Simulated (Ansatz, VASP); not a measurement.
## LiNbO3 in VASP and in Ansatz

The input INCAR:

```
SYSTEM = LiNbO3
PREC = Accurate ; ENCUT = 520
EDIFF = 1E-6 ; ISMEAR = 0
SIGMA = 0.05 ; LREAL = .False.
LASPH = .True. ; NELM = 100
ALGO = Normal ; ISIF = 2
LWAVE = .False. ; LCHARG = .True.
GGA = PE ; LELF = .True.
LVHAR = .True. ; NBANDS = 45
```

File KPOINTS:

```
Automatic mesh
0
Gamma
  6 6 6
  0 0 0
```

The input POSCAR:

```
LiNbO3
1.0
    2.5950184682      1.4982346112      4.6719245601
   -2.5950184682      1.4982346112      4.6719245601
    0.0000000000     -2.9964692223      4.6719245601
Li Nb O
2 2 6
Direct
    0.2815913687      0.2815913687      0.2815913687
    0.7815913687      0.7815913687      0.7815913687
    0.0004900497      0.0004900497      0.0004900497
    0.5004900497      0.5004900497      0.5004900497
    0.1104619503      0.3580262714      0.7211003599
    0.7211003599      0.1104619503      0.3580262714
    0.3580262714      0.7211003599      0.1104619503
    0.2211003599      0.8580262714      0.6104619503
    0.8580262714      0.6104619503      0.2211003599
    0.6104619503      0.2211003599      0.8580262714
```

Input for Ansatz:

```yaml
crystal:
  lattice:
    - [2.5950184682, 1.4982346112, 4.6719245601]
    - [-2.5950184682, 1.4982346112, 4.6719245601]
    - [0.0, -2.9964692223, 4.6719245601]
  atoms:
    - { symbol: Li, position: [0.2815913687, 0.2815913687, 0.2815913687] }
    - { symbol: Li, position: [0.7815913687, 0.7815913687, 0.7815913687] }
    - { symbol: Nb, position: [0.0004900497, 0.0004900497, 0.0004900497] }
    - { symbol: Nb, position: [0.5004900497, 0.5004900497, 0.5004900497] }
    - { symbol: O, position: [0.1104619503, 0.3580262714, 0.7211003599] }
    - { symbol: O, position: [0.7211003599, 0.1104619503, 0.3580262714] }
    - { symbol: O, position: [0.3580262714, 0.7211003599, 0.1104619503] }
    - { symbol: O, position: [0.2211003599, 0.8580262714, 0.6104619503] }
    - { symbol: O, position: [0.8580262714, 0.6104619503, 0.2211003599] }
    - { symbol: O, position: [0.6104619503, 0.2211003599, 0.8580262714] }
basis:
  ecutwfc: 520.0
kpoints:
  mp_grid: { grid: [6, 6, 6] }
hamiltonian:
  xc: pbe
  pseudopotentials: { kind: paw, azcp: { folder: soft_1 } }
scf:
  occupations: { method: gaussian, width: 0.05 }
output:
  forces: true
  stress: true
  eigenvalues: true
```

Alike in both runs: task single point; functional PBE; k mesh 6 × 6 × 6; occupations gaussian, width 0.05 eV; no spin polarisation.

```csv
,VASP,Ansatz
version,VASP 6.6.1,Ansatz 0.2.0
potentials or method,"VASP PAW PBE potentials, release 64 (Li_sv, Nb_sv, O), cutoff 520 eV","scalar-relativistic, plane waves, PAW"
valence electrons in the cell,68,68
```

```csv
,VASP,Ansatz,Ansatz less VASP
gap on the k mesh at the Fermi level (eV),3.56,3.58,+0.015
least direct gap on the mesh (eV),3.58,3.60,+0.013
rms of the force components (eV/Å),0.012,0.001,-0.0106
```

Atom by atom the forces differ by 0.011 eV/Å (rms over components).

Noted on VASP's run: the cutoff is short for stress, so the pressure is rough.
